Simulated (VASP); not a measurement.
# C (Fd-3m) in VASP: notebook

The runs below take C through single point, with PBE.

Program: VASP 6.6.1. These are calculated values, not measurements. Logs are shortened: lines on timing, memory, paths and dates and some standing lists are left out, and cuts for length are marked.

### Step 1. The cell of the first run

It takes space group Fd-3m (No. 227, cubic). The conventional cell has a = 3.543 Å, b = 3.543 Å, c = 3.543 Å, α = 90.00°, β = 90.00°, γ = 90.00°. Within 2.0 Å of C (site symmetry -43m) lie 4 C at 1.53 Å.

### Step 2. Single point, PBE

Input file INCAR:

```
ALGO = Normal ; EDIFF = 1E-6
ENCUT = 520 ; GGA = PE
ISIF = 2 ; ISMEAR = 1
LASPH = True ; LCHARG = False
LREAL = False ; LWAVE = False
NBANDS = 11 ; NELM = 80
PREC = Accurate ; SIGMA = 0.1
```

Input file KPOINTS:

```
k-points
0
Gamma
  10 10 10
```

Input file POSCAR:

```
C
1.0
    0.0000000000      1.7714007132      1.7714007132
    1.7714007132      0.0000000000      1.7714007132
    1.7714007132      1.7714007132      0.0000000000
C
2
Direct
    0.0000000000      0.0000000000      0.0000000000
    0.2500000000      0.2500000000      0.2500000000
```

Potentials or basis: VASP PAW PBE potentials, release 64 (C).

Run with:

```console
$ cat potpaw_PBE.64/C/POTCAR > POTCAR
$ mpirun -np 1 vasp_std > vasp.out
```

OUTCAR:

```text
EDIFF = 1E-6
   ENCUT = 520
   GGA = PE
   ISIF = 2
   ISMEAR = 1
   LASPH = True
   LREAL = False
   NELM = 80
   PREC = Accurate

 ion  position               nearest neighbor table
   1  0.000  0.000  0.000-   2 1.53   2 1.53   2 1.53   2 1.53
   2  0.250  0.250  0.250-   1 1.53   1 1.53   1 1.53   1 1.53

  LATTYP: Found a face centered cubic cell.
 ALAT       =     3.5428014264

  Lattice vectors:

 A1 = (   0.0000000000,   1.7714007132,   1.7714007132)
 A2 = (   1.7714007132,   0.0000000000,   1.7714007132)
 A3 = (   1.7714007132,   1.7714007132,   0.0000000000)

Analysis of symmetry for initial positions (statically):
=====================================================================
 Subroutine PRICEL returns:
 Original cell was already a primitive cell.

 Routine SETGRP: Setting up the symmetry group for a
 face centered cubic supercell.

 Subroutine GETGRP returns: Found 48 space group operations
 (whereof 24 operations were pure point group operations)
 out of a pool of 48 trial point group operations.

The static configuration has the point symmetry T_d .
 The point group associated with its full space group is O_h .

Analysis of symmetry for dynamics (positions and initial velocities):
=====================================================================
 Subroutine PRICEL returns:
 Original cell was already a primitive cell.

 Routine SETGRP: Setting up the symmetry group for a
 face centered cubic supercell.

 Subroutine GETGRP returns: Found 48 space group operations
 (whereof 24 operations were pure point group operations)
 out of a pool of 48 trial point group operations.

The dynamic configuration has the point symmetry T_d .
 The point group associated with its full space group is O_h .

 Subroutine INISYM returns: Found 48 space group operations
 (whereof 24 operations are pure point group operations),
 and found     1 'primitive' translations

----------------------------------------------------------------------------------------

                                     Primitive cell

  volume of cell :      11.1168

  direct lattice vectors                    reciprocal lattice vectors
     0.000000000  1.771400713  1.771400713    -0.282262503  0.282262503  0.282262503
     1.771400713  0.000000000  1.771400713     0.282262503 -0.282262503  0.282262503
     1.771400713  1.771400713  0.000000000     0.282262503  0.282262503 -0.282262503

  length of vectors
     2.505138913  2.505138913  2.505138913     0.488892997  0.488892997  0.488892997

  position of ions in fractional coordinates (direct lattice)
     0.000000000  0.000000000  0.000000000
     0.250000000  0.250000000  0.250000000

  ion indices of the primitive-cell ions
   primitive index   ion index
                 1           1
                 2           2

----------------------------------------------------------------------------------------

 KPOINTS: k-points

Automatic generation of k-mesh.
 Grid dimensions read from file:
 generate k-points for:   10   10   10

 Generating k-lattice:

  Cartesian coordinates                     Fractional coordinates (reciprocal lattice)
    -0.028226250  0.028226250  0.028226250     0.100000000  0.000000000  0.000000000
     0.028226250 -0.028226250  0.028226250     0.000000000  0.100000000  0.000000000
     0.028226250  0.028226250 -0.028226250     0.000000000  0.000000000  0.100000000

  Length of vectors
     0.048889300  0.048889300  0.048889300

  Shift w.r.t. Gamma in fractional coordinates (k-lattice)
     0.000000000  0.000000000  0.000000000

 Subroutine IBZKPT returns following result:
 ===========================================

 Found     47 irreducible k-points:

 Following reciprocal coordinates:
            Coordinates               Weight
  0.000000  0.000000  0.000000      1.000000
  0.100000  0.000000  0.000000      8.000000
  0.200000  0.000000  0.000000      8.000000
  0.300000  0.000000  0.000000      8.000000
  0.400000  0.000000  0.000000      8.000000
  0.500000  0.000000  0.000000      4.000000
[... 16 lines left out ...]
  0.300000  0.300000  0.000000      6.000000
  0.400000  0.300000  0.000000     24.000000
 [... further k-points ...]
   k-points           NKPTS =     47   k-points in BZ     NKDIM =     47   number of bands    NBANDS=     11
   number of dos      NEDOS =    301   number of ions     NIONS =      2
   total plane-waves  NPLWV =   8000
   dimension x,y,z NGX =    20 NGY =   20 NGZ =   20
   dimension x,y,z NGXF=    40 NGYF=   40 NGZF=   40
   ions per type =               2
   NGX,Y,Z   is equivalent  to a cutoff of  13.27, 13.27, 13.27 a.u.
   NGXF,Y,Z  is equivalent  to a cutoff of  26.54, 26.54, 26.54 a.u.
 SYSTEM =  unknown system
   PREC   = accura    normal or accurate (medium, high low for compatibility)
   ISTART =      0    job   : 0-new  1-cont  2-samecut
   ICHARG =      2    charge: 1-file 2-atom 10-const
   ISPIN  =      1    spin polarized calculation?
   LNONCOLLINEAR =      F non collinear calculations
   LSORBIT =      F    spin-orbit coupling
   LASPH  =      T    aspherical Exc in radial PAW
   ENCUT  =  520.0 eV  38.22 Ry    6.18 a.u.   4.66  4.66  4.66*2*pi/ulx,y,z
   NELM   =     80;   NELMIN=  2; NELMDL= -5     # of ELM steps
   EDIFF  = 0.1E-05   stopping-criterion for ELM
   LREAL  =      F    real-space projection
   EDIFFG = 0.1E-04   stopping-criterion for IOM
   NSW    =      0    number of steps for IOM
   IBRION =     -1    ionic relax: 0-MD 1-quasi-New 2-CG
   NFREE  =      0    steps in history (QN), initial steepest desc. (CG)
   ISIF   =      2    stress and relaxation
   ISYM   =      2    0-nonsym 1-usesym 2-fastsym
   POTIM  = 0.5000    time-step for ionic-motion
   TEBEG  =    0.0;   TEEND  =   0.0 temperature during run
   PSTRESS=    0.0 pullay stress
   NELECT =       8.0000    total number of electrons
   NUPDOWN=      -1.0000    fix difference up-down
   EMIN   =  10.00;   EMAX   =-10.00  energy-range for DOS
   EFERMI =   0.00;   METHOD = LEGACY
   ISMEAR =     1;   SIGMA  =   0.10  broadening in eV -4-tet -1-fermi 0-gaus
   EFERMI_NEDOS =   21; number of points for ismear=-14 and -15
   IALGO  =     38    algorithm
   IMIX   =      4    mixing-type and parameters
     AMIX     =   0.40;   BMIX     =  1.00
     AMIX_MAG =   1.60;   BMIX_MAG =  1.00
  volume/ion in A,a.u.               =       5.56        37.51
  Fermi-wavevector in a.u.,A,eV,Ry     =   1.467049  2.772321 29.282913  2.152233
  Thomas-Fermi vector in A             =   2.582714
   LORBIT       =      0    0 simple, 1 ext, 2 COOP (PROOUT), +10 PAW based schemes
   GGA     = PE    functional components
   LHFCALC =     F    Hartree Fock is set to
   AEXX    =    0.0000 exact exchange contribution
   IVDW    =     0    specifies the selected vdW correction
   LEPSILON=     F    determine dielectric tensor
   LRPA    =     F    only Hartree local field effects (RPA)
 non-spin polarized calculation
 Methfessel and Paxton  Order N= 1 SIGMA  =   0.10
  energy-cutoff  :      520.00
  volume of cell :       11.12
 maximum number of plane-waves:       311
   NGX =  9   NGY =  9   NGZ =  9

 number of electron       7.9999999 magnetization

 Free energy of the ion-electron system (eV)
  ---------------------------------------------------
  ext. energy  EPLUGINS =         0.00000000
  ---------------------------------------------------
  free energy    TOTEN  =       -18.17486450 eV

  energy without entropy =      -18.17488189  energy(sigma->0) =      -18.17487030

 E-fermi :  10.1088     XC(G=0): -13.3526

 val. band max:       10.0245820040   @ k =   0.0000   0.0000   0.0000
 cond. band min:      14.2371181430   @ k =   0.4000   0.4000   0.0000
 fundamental gap:      4.2125361390
 Fermi energy:        10.1087696796

 k-point     1 :       0.0000    0.0000    0.0000
  band No.  band energies     occupation
      1     -11.7263      2.00000
      2      10.0246      2.00000
      3      10.0246      2.00000
      4      10.0246      2.00000
      5      15.6702      0.00000
      6      15.6702      0.00000
      7      15.6702      0.00000
      8      23.8228      0.00000
      9      29.5790      0.00000
     10      36.7820      0.00000
     11      36.7820      0.00000

 k-point     2 :       0.1000    0.0000    0.0000
  band No.  band energies     occupation
      1     -11.4455      2.00000
      2       8.3221      2.00000
      3       9.5681      2.00000
      4       9.5681      2.00000
      5      16.2699      0.00000
      6      16.2699      0.00000
      7      16.6474      0.00000
      8      24.0379      0.00000
      9      30.0274      0.00000
     10      34.2119      0.00000
     11      34.2119      0.00000

 k-point     3 :       0.2000    0.0000    0.0000
  band No.  band energies     occupation
      1     -10.6083      2.00000
      2       5.0712      2.00000
      3       8.6746      2.00000
      4       8.6746      2.00000
      5      17.4217      0.00000
      6      17.4217      0.00000
      7      17.9200      0.00000
      8      24.6282      0.00000
      9      30.7960      0.00000
     10      32.6778      0.00000
     11      32.6778      0.00000

 k-point     4 :       0.3000    0.0000    0.0000
  band No.  band energies     occupation
      1      -9.2341      2.00000
      2       1.6248      2.00000
      3       7.8700      2.00000
      4       7.8700      2.00000
      5      18.2509      0.00000
      6      18.2509      0.00000
      7      18.6752      0.00000
      8      25.3401      0.00000
      9      31.1451      0.00000
     10      32.9634      0.00000
     11      32.9634      0.00000
[... 239 lines left out ...]
 k-point    22 :      -0.2000    0.2000    0.0000
  band No.  band energies     occupation
      1      -8.7799      2.00000
      2       2.9636      2.00000
      3       3.9085      2.00000
      4       8.0016      2.00000
      5      18.6228      0.00000
      6      18.7406      0.00000
      7      20.6900      0.00000
      8      23.9772      0.00000
      9      30.1918      0.00000
     10      31.2692      0.00000
     11      34.3334      0.00000

 k-point    23 :       0.3000    0.3000    0.0000
  band No.  band energies     occupation
      1      -8.4074      2.00000
      2       3.9012      2.00000
      3       5.0402      2.00000
      4       5.0402      2.00000
      5      14.3068      0.00000
      6      18.7938      0.00000
      7      23.3366      0.00000
      8      23.3366      0.00000
      9      31.2458      0.00000
     10      33.1968      0.00000
     11      41.0503      0.00000

 k-point    24 :       0.4000    0.3000    0.0000
  band No.  band energies     occupation
      1      -7.0689      2.00000
      2       1.8942      2.00000
      3       3.9282      2.00000
      4       4.5612      2.00000
      5      14.8703      0.00000
      6      18.1212      0.00000
      7      24.3414      0.00000
      8      24.4169      0.00000
      9      32.1572      0.00000
     10      33.2415      0.00000
     11      41.0997      0.00000

 [... further k-points ...]
[... 5 lines left out ...]
  --------------------------------------------------------------------------------------
  -------------------------------------------------------------------------------------
  Total        0.8156107      0.8156107      0.8156107     -0.0000000      0.0000000     -0.0000000
  in kB      117.5474071    117.5474071    117.5474071     -0.0000000      0.0000000     -0.0000000
  external PRESSURE =     117.5474071 kB  Pullay stress =       0.0000000 kB

 VOLUME and BASIS-vectors are now :
 -----------------------------------------------------------------------------
  energy-cutoff  :      520.00
  volume of cell :       11.12
      direct lattice vectors                 reciprocal lattice vectors
     0.000000000  1.771400713  1.771400713    -0.282262503  0.282262503  0.282262503
     1.771400713  0.000000000  1.771400713     0.282262503 -0.282262503  0.282262503
     1.771400713  1.771400713  0.000000000     0.282262503  0.282262503 -0.282262503

 POSITION                                       TOTAL-FORCE (eV/Angst)
 -----------------------------------------------------------------------------------
      0.00000      0.00000      0.00000         0.000000      0.000000      0.000000
      0.88570      0.88570      0.88570        -0.000000     -0.000000     -0.000000
 -----------------------------------------------------------------------------------
    total drift:                                0.000000      0.000000      0.000000

  FREE ENERGIE OF THE ION-ELECTRON SYSTEM (eV)
  ---------------------------------------------------
  free  energy   TOTEN  =       -18.1748645006 eV

  energy  without entropy=      -18.1748818943  energy(sigma->0) =      -18.17487030
```

Wall time 6.4 s (1 thread of AMD EPYC 7R43 (Zen 3), shared host); peak memory 0.08 GiB.

What came out:

```yaml
Free_energy: -18.1749 eV
Pressure: 11.8 GPa
Band_gap_on_the_k_mesh: 4.21 eV, indirect (least direct gap 5.65 eV)
```

A k mesh can miss the band edges. PBE gaps usually lie below the measured ones, often by a third to a half.

### Step 3. Single point, PBE

This run uses another cell than the first one, of 5.67 Å³/atom, 1.020 times its volume.

Input file INCAR:

```
PREC = Accurate ; ENCUT = 520
EDIFF = 1E-7 ; ISMEAR = 1
SIGMA = 0.1 ; LREAL = False
LASPH = True ; NELM = 100
ALGO = Normal ; ISIF = 2
LWAVE = False ; LCHARG = True
GGA = PE ; LELF = True
LVHAR = True ; NBANDS = 11
```

Input file KPOINTS:

```
regular mesh
0
Gamma
  10 10 10
```

Input file POSCAR:

```
C
1.0
    0.0000000000      1.7833700000      1.7833700000
    1.7833700000      0.0000000000      1.7833700000
    1.7833700000      1.7833700000      0.0000000000
C
2
Direct
    0.0000000000      0.0000000000      0.0000000000
    0.2500000000      0.2500000000      0.2500000000
```

Potentials or basis: VASP PAW PBE potentials, release 64 (C).

Run with:

```console
$ cat potpaw_PBE.64/C/POTCAR > POTCAR
$ mpirun -np 1 vasp_std > vasp.out
```

Run time: 7.3 s. Hardware: 1 thread of AMD EPYC 7R43 (Zen 3), shared host; peak memory 0.08 GiB.

It converged, with:

- Free energy: -18.1851 eV
- Pressure: 2.5 GPa
- Band gap on the k mesh: 4.17 eV, indirect (least direct gap 5.59 eV)

Levels at points of the mesh, in eV from the valence-band top:
```csv
k point,band 1,band 2,band 3,band 4,band 5,band 6,band 7,band 8
"(0.00, 0.00, 0.00)",-21.48,0.00,0.00,0.00,5.59,5.59,5.59,13.33
"(0.50, 0.00, 0.00)",-15.70,-13.37,-2.80,-2.80,8.46,8.46,8.85,15.70
"(0.50, 0.50, 0.00)",-12.76,-12.76,-6.30,-6.30,4.76,4.76,16.81,16.81
```

[end of part 1 of 2]
